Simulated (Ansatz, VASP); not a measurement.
BN: VASP beside Ansatz

```
B N
1.0
     2.52247    0.00000    0.00000
    -1.26124    2.18453    0.00000
     0.00000    0.00000    4.17518
B N
2 2
Direct
  0.66667 0.33333 0.99970
  0.33333 0.66667 0.49970
  0.66667 0.33333 0.62530
  0.33333 0.66667 0.12530
```

Alike in both runs: functional LDA; k mesh 9 × 9 × 6; occupations gaussian, width 0.1 eV; no spin polarisation.

Ansatz relaxed the structure, and its values are those at the end. VASP's run is a single point on that final structure, the one shown.

```csv
,VASP,Ansatz
version,VASP 6.6.1,Ansatz 0.2.0
potentials or method,"VASP PAW LDA potentials, release 64 (B_h, N_h), cutoff 1330 eV","scalar-relativistic, plane waves, PAW"
valence electrons in the cell,16,16
```

Ansatz gave:

```
gap on the k mesh at the Fermi level (eV) : 4.92
least direct gap on the mesh (eV)         : 8.29
pressure (GPa)                            : 0.0
```

Task: What did VASP give for the same quantities?

Result: gap on the k mesh at the Fermi level (eV): 4.91; least direct gap on the mesh (eV): 8.28; pressure (GPa): 0.9.

Ansatz warns that its potentials were made for another functional, while VASP's fit it. LDA's correlation is that of Perdew and Zunger in VASP and of Perdew and Wang (1992) in Ansatz.
